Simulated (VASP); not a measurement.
# CaAu5 (F-43m) in VASP: single point with LDA

Aim: the single point of CaAu5 with LDA.

All numbers are computed with VASP 6.6.1; they aren't measurements. Logs are shortened: lines on timing, memory, paths and dates and some standing lists are left out, and cuts for length are marked.

## (1) The cell of the first run

The structure is cubic, space group F-43m (No. 216). The conventional cell has a = 7.788 Å, b = 7.788 Å, c = 7.788 Å, α = 90.00°, β = 90.00°, γ = 90.00°. Within 4.2 Å of Au (site symmetry -43m) lie 12 Au at 3.23 Å and 4 Ca at 3.37 Å. Au (site symmetry 3m) has 9 Au at 2.75 to 3.23 Å and 3 Ca at 3.23 Å within 3.6 Å. Within 4.2 Å of Ca (site symmetry -43m) lie 16 Au at 3.23 to 3.37 Å.

## (2) Single point, LDA

The input, INCAR:

```
ALGO = Normal
EDIFF = 1E-6
ENCUT = 520
ISIF = 2
ISMEAR = -1
LASPH = T
LCHARG = F
LREAL = F
LWAVE = F
NBANDS = 42
NELM = 60
PREC = Accurate
SIGMA = 0.1
```

The input, KPOINTS:

```
k-points
0
Gamma
  8 8 8
```

The input, POSCAR:

```
CaAu5
1.0
    0.0000000000      3.8938070000      3.8938070000
    3.8938070000      0.0000000000      3.8938070000
    3.8938070000      3.8938070000      0.0000000000
Au Ca
5 1
Direct
    0.2500000000      0.2500000000      0.2500000000
    0.6250000000      0.6250000000      0.6250000000
    0.1250000000      0.6250000000      0.6250000000
    0.6250000000      0.6250000000      0.1250000000
    0.6250000000      0.1250000000      0.6250000000
    0.0000000000      0.0000000000      0.0000000000
```

Potentials or basis: VASP PAW LDA potentials, release 64 (Au, Ca_sv).

On the command line:

```console
cat potpaw_LDA.64/Au/POTCAR potpaw_LDA.64/Ca_sv/POTCAR > POTCAR
mpirun -np 1 vasp_std > vasp.out
```

OUTCAR:

```text
EDIFF = 1E-6
   ENCUT = 520
   ISIF = 2
   ISMEAR = -1
   LASPH = T
   LREAL = F
   NELM = 60
   PREC = Accurate

 ion  position               nearest neighbor table
   1  0.250  0.250  0.250-   3 3.23   5 3.23   3 3.23   4 3.23   4 3.23   5 3.23   2 3.23   2 3.23
                             2 3.23   3 3.23   4 3.23   5 3.23   6 3.37   6 3.37   6 3.37   6 3.37
   2  0.625  0.625  0.625-   3 2.75   4 2.75   5 2.75   4 2.75   5 2.75   3 2.75   1 3.23   6 3.23
                             1 3.23   6 3.23   1 3.23   6 3.23
   3  0.125  0.625  0.625-   2 2.75   4 2.75   5 2.75   2 2.75   4 2.75   5 2.75   6 3.23   1 3.23
                             6 3.23   1 3.23   6 3.23   1 3.23
   4  0.625  0.625  0.125-   2 2.75   2 2.75   3 2.75   5 2.75   5 2.75   3 2.75   1 3.23   6 3.23
                             1 3.23   6 3.23   6 3.23   1 3.23
   5  0.625  0.125  0.625-   2 2.75   4 2.75   2 2.75   3 2.75   4 2.75   3 2.75   1 3.23   6 3.23
                             1 3.23   6 3.23   6 3.23   1 3.23
   6  0.000  0.000  0.000-   4 3.23   5 3.23   3 3.23   4 3.23   3 3.23   5 3.23   2 3.23   2 3.23
                             2 3.23   3 3.23   4 3.23   5 3.23   1 3.37   1 3.37   1 3.37   1 3.37

  LATTYP: Found a face centered cubic cell.
 ALAT       =     7.7876140000

  Lattice vectors:

 A1 = (   0.0000000000,   3.8938070000,   3.8938070000)
 A2 = (   3.8938070000,   0.0000000000,   3.8938070000)
 A3 = (   3.8938070000,   3.8938070000,   0.0000000000)

Analysis of symmetry for initial positions (statically):
=====================================================================
 Subroutine PRICEL returns:
 Original cell was already a primitive cell.

 Routine SETGRP: Setting up the symmetry group for a
 face centered cubic supercell.

 Subroutine GETGRP returns: Found 24 space group operations
 (whereof 24 operations were pure point group operations)
 out of a pool of 48 trial point group operations.

The static configuration has the point symmetry T_d .

Analysis of symmetry for dynamics (positions and initial velocities):
=====================================================================
 Subroutine PRICEL returns:
 Original cell was already a primitive cell.

 Routine SETGRP: Setting up the symmetry group for a
 face centered cubic supercell.

 Subroutine GETGRP returns: Found 24 space group operations
 (whereof 24 operations were pure point group operations)
 out of a pool of 48 trial point group operations.

The dynamic configuration has the point symmetry T_d .

 Subroutine INISYM returns: Found 24 space group operations
 (whereof 24 operations are pure point group operations),
 and found     1 'primitive' translations

----------------------------------------------------------------------------------------

                                     Primitive cell

  volume of cell :     118.0737

  direct lattice vectors                    reciprocal lattice vectors
     0.000000000  3.893807000  3.893807000    -0.128409035  0.128409035  0.128409035
     3.893807000  0.000000000  3.893807000     0.128409035 -0.128409035  0.128409035
     3.893807000  3.893807000  0.000000000     0.128409035  0.128409035 -0.128409035

  length of vectors
     5.506674669  5.506674669  5.506674669     0.222410973  0.222410973  0.222410973

  position of ions in fractional coordinates (direct lattice)
     0.250000000  0.250000000  0.250000000
     0.625000000  0.625000000  0.625000000
     0.125000000  0.625000000  0.625000000
     0.625000000  0.625000000  0.125000000
     0.625000000  0.125000000  0.625000000
     0.000000000  0.000000000  0.000000000

  ion indices of the primitive-cell ions
   primitive index   ion index
                 1           1
                 2           2
                 3           3
                 4           4
                 5           5
                 6           6

----------------------------------------------------------------------------------------

 KPOINTS: k-points

Automatic generation of k-mesh.
 Grid dimensions read from file:
 generate k-points for:    8    8    8

 Generating k-lattice:

  Cartesian coordinates                     Fractional coordinates (reciprocal lattice)
    -0.016051129  0.016051129  0.016051129     0.125000000  0.000000000  0.000000000
     0.016051129 -0.016051129  0.016051129     0.000000000  0.125000000  0.000000000
     0.016051129  0.016051129 -0.016051129     0.000000000  0.000000000  0.125000000

  Length of vectors
     0.027801372  0.027801372  0.027801372

  Shift w.r.t. Gamma in fractional coordinates (k-lattice)
     0.000000000  0.000000000  0.000000000

 Subroutine IBZKPT returns following result:
 ===========================================

 Found     29 irreducible k-points:

 Following reciprocal coordinates:
            Coordinates               Weight
  0.000000  0.000000  0.000000      1.000000
  0.125000  0.000000  0.000000      8.000000
  0.250000  0.000000  0.000000      8.000000
  0.375000  0.000000  0.000000      8.000000
  0.500000  0.000000  0.000000      4.000000
  0.125000  0.125000  0.000000      6.000000
[... 16 lines left out ...]
  0.500000  0.250000  0.125000     48.000000
 -0.375000  0.250000  0.125000     24.000000
 [... further k-points ...]
   k-points           NKPTS =     29   k-points in BZ     NKDIM =     29   number of bands    NBANDS=     42
   number of dos      NEDOS =    301   number of ions     NIONS =      6
   total plane-waves  NPLWV =  74088
   dimension x,y,z NGX =    42 NGY =   42 NGZ =   42
   dimension x,y,z NGXF=    84 NGYF=   84 NGZF=   84
   ions per type =               5   1
   NGX,Y,Z   is equivalent  to a cutoff of  12.68, 12.68, 12.68 a.u.
   NGXF,Y,Z  is equivalent  to a cutoff of  25.36, 25.36, 25.36 a.u.
 SYSTEM =  unknown system
   PREC   = accura    normal or accurate (medium, high low for compatibility)
   ISTART =      0    job   : 0-new  1-cont  2-samecut
   ICHARG =      2    charge: 1-file 2-atom 10-const
   ISPIN  =      1    spin polarized calculation?
   LNONCOLLINEAR =      F non collinear calculations
   LSORBIT =      F    spin-orbit coupling
   LASPH  =      T    aspherical Exc in radial PAW
   ENCUT  =  520.0 eV  38.22 Ry    6.18 a.u.  10.24 10.24 10.24*2*pi/ulx,y,z
   NELM   =     60;   NELMIN=  2; NELMDL= -5     # of ELM steps
   EDIFF  = 0.1E-05   stopping-criterion for ELM
   LREAL  =      F    real-space projection
   EDIFFG = 0.1E-04   stopping-criterion for IOM
   NSW    =      0    number of steps for IOM
   IBRION =     -1    ionic relax: 0-MD 1-quasi-New 2-CG
   NFREE  =      0    steps in history (QN), initial steepest desc. (CG)
   ISIF   =      2    stress and relaxation
   ISYM   =      2    0-nonsym 1-usesym 2-fastsym
   POTIM  = 0.5000    time-step for ionic-motion
   TEBEG  =    0.0;   TEEND  =   0.0 temperature during run
   PSTRESS=    0.0 pullay stress
   NELECT =      65.0000    total number of electrons
   NUPDOWN=      -1.0000    fix difference up-down
   EMIN   =  10.00;   EMAX   =-10.00  energy-range for DOS
   EFERMI =   0.00;   METHOD = LEGACY
   ISMEAR =    -1;   SIGMA  =   0.10  broadening in eV -4-tet -1-fermi 0-gaus
   EFERMI_NEDOS =   21; number of points for ismear=-14 and -15
   IALGO  =     38    algorithm
   IMIX   =      4    mixing-type and parameters
     AMIX     =   0.40;   BMIX     =  1.00
     AMIX_MAG =   1.60;   BMIX_MAG =  1.00
  volume/ion in A,a.u.               =      19.68       132.80
  Fermi-wavevector in a.u.,A,eV,Ry     =   1.341719  2.535481 24.493338  1.800210
  Thomas-Fermi vector in A             =   2.469930
   LORBIT       =      0    0 simple, 1 ext, 2 COOP (PROOUT), +10 PAW based schemes
   GGA     = CA    functional components
   LHFCALC =     F    Hartree Fock is set to
   AEXX    =    0.0000 exact exchange contribution
   IVDW    =     0    specifies the selected vdW correction
   LEPSILON=     F    determine dielectric tensor
   LRPA    =     F    only Hartree local field effects (RPA)
 non-spin polarized calculation
  energy-cutoff  :      520.00
  volume of cell :      118.07
 maximum number of plane-waves:      3218
 NGX is ok and might be reduce to    42
   NGX = 21   NGY = 21   NGZ = 21

 number of electron      65.0000004 magnetization

 Free energy of the ion-electron system (eV)
  ---------------------------------------------------
  ext. energy  EPLUGINS =         0.00000000
  ---------------------------------------------------
  free energy    TOTEN  =       -26.80808918 eV

  energy without entropy =      -26.74488641  energy(sigma->0) =      -26.77648779

 E-fermi :   7.4148     XC(G=0): -11.8784

 val. band max:        7.4145931742   @ k =   0.3750   0.2500   0.1250
 cond. band min:       7.4715721369   @ k =   0.1250   0.0000   0.0000
 fundamental gap:      0.0569789627
 Fermi energy:         7.4148140827

 k-point     1 :       0.0000    0.0000    0.0000
  band No.  band energies     occupation
      1     -33.2318      2.00000
      2     -14.5545      2.00000
      3     -14.5545      2.00000
      4     -14.5545      2.00000
      5      -2.0016      2.00000
      6       0.1539      2.00000
[... 34 lines left out ...]
     41      13.1591      0.00000
     42      13.1591      0.00000

 k-point     2 :       0.1250    0.0000    0.0000
  band No.  band energies     occupation
      1     -33.2318      2.00000
      2     -14.5554      2.00000
      3     -14.5544      2.00000
      4     -14.5544      2.00000
      5      -1.8701      2.00000
      6       0.2483      2.00000
[... 34 lines left out ...]
     41      12.9756      0.00000
     42      12.9933      0.00000

 k-point     3 :       0.2500    0.0000    0.0000
  band No.  band energies     occupation
      1     -33.2317      2.00000
      2     -14.5575      2.00000
      3     -14.5543      2.00000
      4     -14.5543      2.00000
      5      -1.5113      2.00000
      6       0.4920      2.00000
[... 897 lines left out ...]
      4     -14.5544      2.00000
      5      -0.7411      2.00000
      6       0.8027      2.00000
[... 34 lines left out ...]
     41      12.8951      0.00000
     42      13.6115      0.00000

 k-point    24 :      -0.3750    0.2500    0.1250
  band No.  band energies     occupation
      1     -33.2316      2.00000
      2     -14.5593      2.00000
      3     -14.5556      2.00000
      4     -14.5545      2.00000
      5      -0.5047      2.00000
      6       0.9538      2.00000
[... 34 lines left out ...]
     41      12.9393      0.00000
     42      13.9950      0.00000

 [... further k-points ...]

------------------------ aborting loop because EDIFF is reached ----------------------------------------

  FORCE on cell =-STRESS in cart. coord.  units (eV):
  Direction    XX          YY          ZZ          XY          YZ          ZX
  --------------------------------------------------------------------------------------
  -------------------------------------------------------------------------------------
  Total       -4.6793755     -4.6793755     -4.6793755      0.0000000     -0.0000000      0.0000000
  in kB      -63.4958317    -63.4958317    -63.4958317      0.0000000     -0.0000000      0.0000000
  external PRESSURE =     -63.4958317 kB  Pullay stress =       0.0000000 kB

 VOLUME and BASIS-vectors are now :
 -----------------------------------------------------------------------------
  energy-cutoff  :      520.00
  volume of cell :      118.07
      direct lattice vectors                 reciprocal lattice vectors
     0.000000000  3.893807000  3.893807000    -0.128409035  0.128409035  0.128409035
     3.893807000  0.000000000  3.893807000     0.128409035 -0.128409035  0.128409035
     3.893807000  3.893807000  0.000000000     0.128409035  0.128409035 -0.128409035

 POSITION                                       TOTAL-FORCE (eV/Angst)
 -----------------------------------------------------------------------------------
      1.94690      1.94690      1.94690         0.000000      0.000000      0.000000
      4.86726      4.86726      4.86726        -0.087138     -0.087138     -0.087138
      4.86726      2.92036      2.92036        -0.087138      0.087138      0.087138
      2.92036      2.92036      4.86726         0.087138      0.087138     -0.087138
      2.92036      4.86726      2.92036         0.087138     -0.087138      0.087138
      0.00000      0.00000      0.00000        -0.000000      0.000000      0.000000
 -----------------------------------------------------------------------------------
    total drift:                               -0.000000     -0.000000     -0.000000

  FREE ENERGIE OF THE ION-ELECTRON SYSTEM (eV)
  ---------------------------------------------------
  free  energy   TOTEN  =       -26.8080891765 eV

  energy  without entropy=      -26.7448864096  energy(sigma->0) =      -26.77648779
```

It took 1.7 min on 1 thread of Intel Xeon Platinum 8488C (Sapphire Rapids), shared host; peak memory 0.28 GiB.

What came out:

| Item | Value |
| --- | --- |
| Free energy | -26.8081 eV |
| Pressure | -6.3 GPa |

Levels at points of the mesh, in eV from the Fermi level:
| k point | band 30 | band 31 | band 32 | band 33 | band 34 | band 35 |
| --- | --- | --- | --- | --- | --- | --- |
| (0.00, 0.00, 0.00) | -1.66 | -0.54 | 0.15 | 0.15 | 0.15 | 1.61 |
| (0.50, 0.00, 0.00) | -2.84 | -1.66 | -0.52 | 0.69 | 0.69 | 2.15 |
| (0.50, 0.50, 0.00) | -2.71 | -2.70 | -1.56 | 0.18 | 0.18 | 1.13 |

Caveat: spin-orbit coupling is left out, which moves the levels of the heavy elements.
